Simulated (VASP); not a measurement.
Set up this calculation in VASP 6.6.1, as the native input.

- Task: electric field gradients
- Functional: LDA
- Potentials or basis: VASP PAW LDA potentials, release 64 (Tc_pv)
- Cutoff: 520 eV
- k mesh: 17 × 17 × 9
- Occupations: fermi-dirac, width 0.08 eV
- Spin: no spin polarisation
- Dipole correction: no
- Further INCAR settings: ALGO = Normal; EDIFF = 1e-08; NBANDS = 20

The structure of Tc lies in POSCAR:

```
Tc
1.0
    2.7491032279      0.0000000000      0.0000000000
   -1.3745516139      2.3807932330      0.0000000000
    0.0000000000      0.0000000000      4.4126114030
Tc
2
Direct
    0.3333333333      0.6666666667      0.2500000000
    0.6666666667      0.3333333333      0.7500000000
```

This cell differs from its parent crystal: volume scaled by 1.01.

The input as run:

INCAR

```
ALGO = Normal
EDIFF = 1E-8
ENCUT = 520
GGA = CA
ISIF = 2
ISMEAR = -1
LASPH = True
LCHARG = False
LEFG = True
LREAL = False
LWAVE = False
NBANDS = 20
NELM = 60
PREC = Accurate
SIGMA = 0.08
```

KPOINTS

```
k-points
0
Gamma
  17 17 9
```

Potentials or basis: VASP PAW LDA potentials, release 64 (Tc_pv).

The run is started by

```sh
$ cat potpaw_LDA.64/Tc_pv/POTCAR > POTCAR
$ mpirun -np 1 vasp_std > vasp.out
```

It gave:

The pressure is -14.5 GPa and the band gap on the k mesh is zero (band 13 reaches 13.77 eV, above the bottom of band 14 at 10.77 eV).

Caveat: without QUAD_EFG the Cq values of the log hold for a quadrupole moment of 1 mb, not for the nuclei.

Run time: 47 s on 1 thread of Intel Xeon 6975P-C (shared host), peak memory 0.18 GiB.
